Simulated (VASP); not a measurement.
# Hg (Pm-3m) in VASP: relaxation of cell and atoms with PBE

Aim: the relaxation of cell and atoms of Hg with PBE.

All numbers are computed with VASP 6.6.1; they aren't measurements. Logs are shortened: lines on timing, memory, paths and dates and some standing lists are left out, and cuts for length are marked.

## (1) The cell of the first run

Symmetry: Pm-3m, No. 221, cubic system. Conventional cell: a = 5.255 Å, b = 5.255 Å, c = 5.255 Å, α = 90.00°, β = 90.00°, γ = 90.00°. Within 4.9 Å of Hg (site symmetry 4/mmm) lie 8 Hg at 3.72 Å.

The cell was built from a structure type or drawn by symmetry, and may not be a known phase.

## (2) Relaxation of cell and atoms, PBE

INCAR reads:

```
SYSTEM = Hg
PREC     = Accurate       ! precision mode
ENCUT    = 500            ! plane-wave cutoff, eV
EDIFF    = 1E-7           ! SCF threshold, eV
ISMEAR   = 0              ! smearing method
SIGMA    = 0.1            ! smearing width, eV
LREAL    = .FALSE.        ! projectors in reciprocal space
LASPH    = .TRUE.         ! aspherical terms in the spheres
NELM     = 120            ! most SCF steps
ALGO     = Normal         ! electronic algorithm
ISIF     = 3              ! what is computed and relaxed
LWAVE    = .FALSE.        ! write WAVECAR
LCHARG   = .FALSE.        ! write CHGCAR
GGA      = PE             ! functional
IBRION   = 2              ! ionic algorithm
NSW      = 90             ! ionic steps
EDIFFG   = -0.04          ! ionic threshold
GGA_COMPAT= .FALSE.      
NELMIN   = 4
```

KPOINTS reads:

```
Automatic mesh
0
G
  4 4 4
  0 0 0
```

POSCAR reads:

```
Hg
1.0
    5.2550612500      0.0000000000      0.0000000000
    0.0000000000      5.2550612500      0.0000000000
    0.0000000000      0.0000000000      5.2550612500
Hg
3
Direct
    0.5000000000      0.0000000000      0.0000000000
    0.0000000000      0.5000000000      0.0000000000
    0.0000000000      0.0000000000      0.5000000000
```

Potentials or basis: VASP PAW PBE potentials, release 64 (Hg_sv_GW).

The run is started by

```console
$ cat potpaw_PBE.64/Hg_sv_GW/POTCAR > POTCAR
$ mpirun -np 1 vasp_std > vasp.out
```

OUTCAR:

```text
SYSTEM = Hg
   PREC = Accurate
   ENCUT = 500
   EDIFF = 1E-7
   ISMEAR = 0
   LREAL = .FALSE.
   LASPH = .TRUE.
   NELM = 120
   ISIF = 3
   GGA = PE
   IBRION = 2
   NSW = 90
   EDIFFG = -0.04
   NELMIN = 4

 ion  position               nearest neighbor table
   1  0.500  0.000  0.000-
   2  0.000  0.500  0.000-
   3  0.000  0.000  0.500-

  LATTYP: Found a simple cubic cell.
 ALAT       =     5.2550612500

  Lattice vectors:

 A1 = (   5.2550612500,   0.0000000000,   0.0000000000)
 A2 = (   0.0000000000,   5.2550612500,   0.0000000000)
 A3 = (   0.0000000000,   0.0000000000,   5.2550612500)

Analysis of symmetry for initial positions (statically):
=====================================================================
 Subroutine PRICEL returns:
 Original cell was already a primitive cell.

 Routine SETGRP: Setting up the symmetry group for a
 simple cubic supercell.

 Subroutine GETGRP returns: Found 48 space group operations
 (whereof 48 operations were pure point group operations)
 out of a pool of 48 trial point group operations.

The static configuration has the point symmetry O_h .

Analysis of symmetry for dynamics (positions and initial velocities):
=====================================================================
 Subroutine PRICEL returns:
 Original cell was already a primitive cell.

 Routine SETGRP: Setting up the symmetry group for a
 simple cubic supercell.

 Subroutine GETGRP returns: Found 48 space group operations
 (whereof 48 operations were pure point group operations)
 out of a pool of 48 trial point group operations.

The dynamic configuration has the point symmetry O_h .

 Subroutine INISYM returns: Found 48 space group operations
 (whereof 48 operations are pure point group operations),
 and found     1 'primitive' translations

----------------------------------------------------------------------------------------

                                     Primitive cell

  volume of cell :     145.1220

  direct lattice vectors                    reciprocal lattice vectors
     5.255061250  0.000000000  0.000000000     0.190292739  0.000000000  0.000000000
     0.000000000  5.255061250  0.000000000     0.000000000  0.190292739  0.000000000
     0.000000000  0.000000000  5.255061250     0.000000000  0.000000000  0.190292739

  length of vectors
     5.255061250  5.255061250  5.255061250     0.190292739  0.190292739  0.190292739

  position of ions in fractional coordinates (direct lattice)
     0.500000000  0.000000000  0.000000000
     0.000000000  0.500000000  0.000000000
     0.000000000  0.000000000  0.500000000

  ion indices of the primitive-cell ions
   primitive index   ion index
                 1           1
                 2           2
                 3           3

----------------------------------------------------------------------------------------

 KPOINTS: Automatic mesh

Automatic generation of k-mesh.
 Grid dimensions read from file:
 generate k-points for:    4    4    4

 Generating k-lattice:

  Cartesian coordinates                     Fractional coordinates (reciprocal lattice)
     0.047573185  0.000000000  0.000000000     0.250000000  0.000000000  0.000000000
     0.000000000  0.047573185  0.000000000     0.000000000  0.250000000  0.000000000
     0.000000000  0.000000000  0.047573185     0.000000000  0.000000000  0.250000000

  Length of vectors
     0.047573185  0.047573185  0.047573185

  Shift w.r.t. Gamma in fractional coordinates (k-lattice)
     0.000000000  0.000000000  0.000000000

 Subroutine IBZKPT returns following result:
 ===========================================

 Found     10 irreducible k-points:

 Following reciprocal coordinates:
            Coordinates               Weight
  0.000000  0.000000  0.000000      1.000000
  0.250000  0.000000  0.000000      6.000000
  0.500000  0.000000  0.000000      3.000000
  0.250000  0.250000  0.000000     12.000000
  0.500000  0.250000  0.000000     12.000000
  0.500000  0.500000  0.000000      3.000000
  0.250000  0.250000  0.250000      8.000000
  0.500000  0.250000  0.250000     12.000000
  0.500000  0.500000  0.250000      6.000000
  0.500000  0.500000  0.500000      1.000000
   k-points           NKPTS =     10   k-points in BZ     NKDIM =     10   number of bands    NBANDS=     36
   number of dos      NEDOS =    301   number of ions     NIONS =      3
   total plane-waves  NPLWV =  64000
   dimension x,y,z NGX =    40 NGY =   40 NGZ =   40
   dimension x,y,z NGXF=    80 NGYF=   80 NGZF=   80
   ions per type =               3
   NGX,Y,Z   is equivalent  to a cutoff of  12.65, 12.65, 12.65 a.u.
   NGXF,Y,Z  is equivalent  to a cutoff of  25.31, 25.31, 25.31 a.u.
 SYSTEM =  Hg
   PREC   = accura    normal or accurate (medium, high low for compatibility)
   ISTART =      0    job   : 0-new  1-cont  2-samecut
   ICHARG =      2    charge: 1-file 2-atom 10-const
   ISPIN  =      1    spin polarized calculation?
   LNONCOLLINEAR =      F non collinear calculations
   LSORBIT =      F    spin-orbit coupling
   LASPH  =      T    aspherical Exc in radial PAW
   ENCUT  =  500.0 eV  36.75 Ry    6.06 a.u.   9.58  9.58  9.58*2*pi/ulx,y,z
   NELM   =    120;   NELMIN=  4; NELMDL= -5     # of ELM steps
   EDIFF  = 0.1E-06   stopping-criterion for ELM
   LREAL  =      F    real-space projection
   EDIFFG = -.4E-01   stopping-criterion for IOM
   NSW    =     90    number of steps for IOM
   IBRION =      2    ionic relax: 0-MD 1-quasi-New 2-CG
   NFREE  =      1    steps in history (QN), initial steepest desc. (CG)
   ISIF   =      3    stress and relaxation
   ISYM   =      2    0-nonsym 1-usesym 2-fastsym
   POTIM  = 0.5000    time-step for ionic-motion
   TEBEG  =    0.0;   TEEND  =   0.0 temperature during run
   PSTRESS=    0.0 pullay stress
   NELECT =      60.0000    total number of electrons
   NUPDOWN=      -1.0000    fix difference up-down
   EMIN   =  10.00;   EMAX   =-10.00  energy-range for DOS
   EFERMI =   0.00;   METHOD = LEGACY
   ISMEAR =     0;   SIGMA  =   0.10  broadening in eV -4-tet -1-fermi 0-gaus
   EFERMI_NEDOS =   21; number of points for ismear=-14 and -15
   IALGO  =     38    algorithm
   IMIX   =      4    mixing-type and parameters
     AMIX     =   0.40;   BMIX     =  1.00
     AMIX_MAG =   1.60;   BMIX_MAG =  1.00
  volume/ion in A,a.u.               =      48.37       326.44
  Fermi-wavevector in a.u.,A,eV,Ry     =   1.219591  2.304692 20.237328  1.487402
  Thomas-Fermi vector in A             =   2.354838
   LORBIT       =      0    0 simple, 1 ext, 2 COOP (PROOUT), +10 PAW based schemes
   GGA     = PE    functional components
   LHFCALC =     F    Hartree Fock is set to
   AEXX    =    0.0000 exact exchange contribution
   IVDW    =     0    specifies the selected vdW correction
   LEPSILON=     F    determine dielectric tensor
   LRPA    =     F    only Hartree local field effects (RPA)
 conjugate gradient relaxation of ions
 non-spin polarized calculation
 Gauss-broadening in eV      SIGMA  =   0.10
  energy-cutoff  :      500.00
  volume of cell :      145.12
 maximum number of plane-waves:      3743
 NGX is ok and might be reduce to    40
   NGX = 19   NGY = 19   NGZ = 19

--------------------------------------- Ionic step        1  -------------------------------------------

 number of electron      60.0000039 magnetization

 Free energy of the ion-electron system (eV)
  ---------------------------------------------------
  ext. energy  EPLUGINS =         0.00000000
  ---------------------------------------------------
  free energy    TOTEN  =        -0.42588852 eV

  energy without entropy =       -0.42588852  energy(sigma->0) =       -0.42588852

------------------------ aborting loop because EDIFF is reached ----------------------------------------

  FORCE on cell =-STRESS in cart. coord.  units (eV):
  Direction    XX          YY          ZZ          XY          YZ          ZX
  --------------------------------------------------------------------------------------
  -------------------------------------------------------------------------------------
  Total       -0.9989838     -0.9989838     -0.9989838      0.0000000      0.0000000      0.0000000
  in kB      -11.0289882    -11.0289882    -11.0289882      0.0000000      0.0000000      0.0000000
  external PRESSURE =     -11.0289882 kB  Pullay stress =       0.0000000 kB
[... 92 lines left out ...]
  FREE ENERGIE OF THE ION-ELECTRON SYSTEM (eV)
  ---------------------------------------------------
  free  energy   TOTEN  =        -0.5204830926 eV

  energy  without entropy=       -0.5169972455  energy(sigma->0) =       -0.51874017

 E-fermi :   7.1093     XC(G=0): -11.6610

 val. band max:        6.7401341088   @ k =   0.5000   0.5000   0.5000
 cond. band min:       7.1777524258   @ k =   0.5000   0.2500   0.2500
 fundamental gap:      0.4376183170
 Fermi energy:         7.1093453972

 k-point     1 :       0.0000    0.0000    0.0000
  band No.  band energies     occupation
      1    -108.4474      2.00000
      2    -108.4379      2.00000
      3    -108.4379      2.00000
      4     -56.8744      2.00000
      5     -56.8744      2.00000
      6     -56.8744      2.00000
[... 379 lines left out ...]
     35      13.0377      0.00000
     36      22.9532      0.00000

[... ionic steps 4 to 7 ...]

--------------------------------------- Ionic step        8  -------------------------------------------

 number of electron      59.9999980 magnetization

------------------------ aborting loop because EDIFF is reached ----------------------------------------

  FORCE on cell =-STRESS in cart. coord.  units (eV):
  Direction    XX          YY          ZZ          XY          YZ          ZX
  --------------------------------------------------------------------------------------
  -------------------------------------------------------------------------------------
  Total       -0.5325094     -0.5325094     -0.5325094      0.0000000      0.0000000      0.0000000
  in kB       -9.0752774     -9.0752774     -9.0752774      0.0000000      0.0000000      0.0000000
  external PRESSURE =      -9.0752774 kB  Pullay stress =       0.0000000 kB
[... 22 lines left out ...]
  energy  without entropy=       -0.5845335538  energy(sigma->0) =       -0.58947742

--------------------------------------- Ionic step        9  -------------------------------------------

 number of electron      60.0000011 magnetization

 E-fermi :   4.1473     XC(G=0): -10.0083

 val. band max:        4.0567295341   @ k =   0.5000   0.5000   0.2500
 cond. band min:       4.2083834769   @ k =   0.2500   0.2500   0.2500
 fundamental gap:      0.1516539429
 Fermi energy:         4.1472604204

 k-point     1 :       0.0000    0.0000    0.0000
  band No.  band energies     occupation
      1    -110.6873      2.00000
      2    -110.6853      2.00000
      3    -110.6853      2.00000
      4     -59.0532      2.00000
      5     -59.0532      2.00000
      6     -59.0532      2.00000
[... 413 lines left out ...]
  energy  without entropy=       -0.5846847943  energy(sigma->0) =       -0.58841910

--------------------------------------- Ionic step       10  -------------------------------------------

 number of electron      59.9999993 magnetization

 Free energy of the ion-electron system (eV)
  ---------------------------------------------------
  ext. energy  EPLUGINS =         0.00000000
  ---------------------------------------------------
  free energy    TOTEN  =        -0.60641318 eV

  energy without entropy =       -0.59751844  energy(sigma->0) =       -0.60196581

 E-fermi :   3.8191     XC(G=0):  -9.7399

 val. band max:        3.7486177908   @ k =   0.5000   0.5000   0.2500
 cond. band min:       3.8687592204   @ k =   0.2500   0.2500   0.2500
 fundamental gap:      0.1201414297
 Fermi energy:         3.8190883454

 k-point     1 :       0.0000    0.0000    0.0000
  band No.  band energies     occupation
      1    -111.0375      2.00000
      2    -111.0361      2.00000
      3    -111.0361      2.00000
      4     -59.3981      2.00000
      5     -59.3981      2.00000
      6     -59.3981      2.00000
[... 409 lines left out ...]
  FREE ENERGIE OF THE ION-ELECTRON SYSTEM (eV)
  ---------------------------------------------------
  free  energy   TOTEN  =        -0.6064131758 eV

  energy  without entropy=       -0.5975184355  energy(sigma->0) =       -0.60196581

 reached required accuracy - stopping structural energy minimisation
```

Wall time 8.8 min (1 thread of Intel Xeon Platinum 8488C (Sapphire Rapids), shared host); peak memory 0.28 GiB.

Results:

| Property | Result |
| --- | --- |
| Free energy | -0.6064 eV |
| Relaxed volume | 30.16 Å³/atom |
| Relaxed cell | a = 4.489 Å, b = 4.489 Å, c = 4.489 Å, α = 90.00°, β = 90.00°, γ = 90.00° |
| Space group after relaxing (to 0.1 Å) | Pm-3m (No. 221) |
| Energy gained by relaxing | 60.2 meV/atom |
| Ionic steps | 10 |
| Pressure after relaxing | -0.1 GPa |
| Band gap on the k mesh | zero (bands 30 and 31 overlap by 2.45 eV) |

The path:
```csv
step,energy change (eV),largest force (eV/Å),pressure (GPa),volume (Å³)
1,0.0000,0.0000,-1.10,145.12
2,-0.0427,0.0000,-0.88,138.24
3,-0.0946,0.0000,-0.52,125.48
4,-0.1029,0.0000,-0.61,102.36
5,0.8962,0.0000,19.40,65.00
6,-0.1153,0.0000,-1.35,100.35
7,-0.0977,0.0000,3.55,81.40
8,-0.1685,0.0000,-0.91,94.01
9,-0.1663,0.0000,1.26,86.12
10,-0.1805,0.0000,-0.14,90.49
```

Final structure:
```
CELL_PARAMETERS angstrom
4.48946 0.00000 0.00000
0.00000 4.48946 0.00000
0.00000 0.00000 4.48946
ATOMIC_POSITIONS crystal
Hg 0.50000 0.00000 0.00000
Hg 0.00000 0.50000 0.00000
Hg 0.00000 0.00000 0.50000
```

Caveat: the volume moved by over 15 % at a fixed basis, so the end points are rough; spin-orbit coupling is left out, which moves the levels of the heavy elements.
